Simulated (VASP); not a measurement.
A run of VASP 6.6.1:

File INCAR:

```
  PREC = Accurate
  ENCUT = 520
  EDIFF = 1E-6
  ISMEAR = 0
  SIGMA = 0.01
  LREAL = F
  LASPH = T
  NELM = 150
  ALGO = Normal
  ISIF = 2
  LWAVE = F
  LCHARG = F
  ISPIN = 2
  MAGMOM = 2 -2 0 0
  LORBIT = 11
  LMAXMIX = 4
  LDAU = T
  LDAUTYPE = 2
  LDAUL = 2 -1
  LDAUU = 5 0
  LDAUJ = 0 0
  LDAUPRINT = 1
  GGA = PS
  NBANDS = 28
```

File KPOINTS:

```
regular mesh
0
Gamma
  6 6 6
```

The input POSCAR:

```
NiO
1.0
    2.0797189441      2.0797189441      4.1662738347
    4.1662738347      2.0797189441      2.0797189441
    2.0797189441      4.1662738347      2.0797189441
Ni O
2 2
Direct
    0.0000000000      0.0000000000      0.0000000000
    0.5000000000      0.5000000000      0.5000000000
    0.2500000000      0.2500000000      0.2500000000
    0.7500000000      0.7500000000      0.7500000000
```

Potentials or basis: VASP PAW PBE potentials, release 64 (Ni, O).

Launch:

```sh
$ cat potpaw_PBE.64/Ni/POTCAR potpaw_PBE.64/O/POTCAR > POTCAR
$ mpirun -np 1 vasp_std > vasp.out
```

Hardware: 1 thread of Intel(R) Xeon(R) 6975P-C (Granite Rapids), on a shared host.

Task: Estimate the wall time of this run.

Result: Run time: 110 s on 1 thread of Intel(R) Xeon(R) 6975P-C (Granite Rapids), on a shared host, peak memory 0.3 GiB. Counts: scf iterations 16, k points 32.
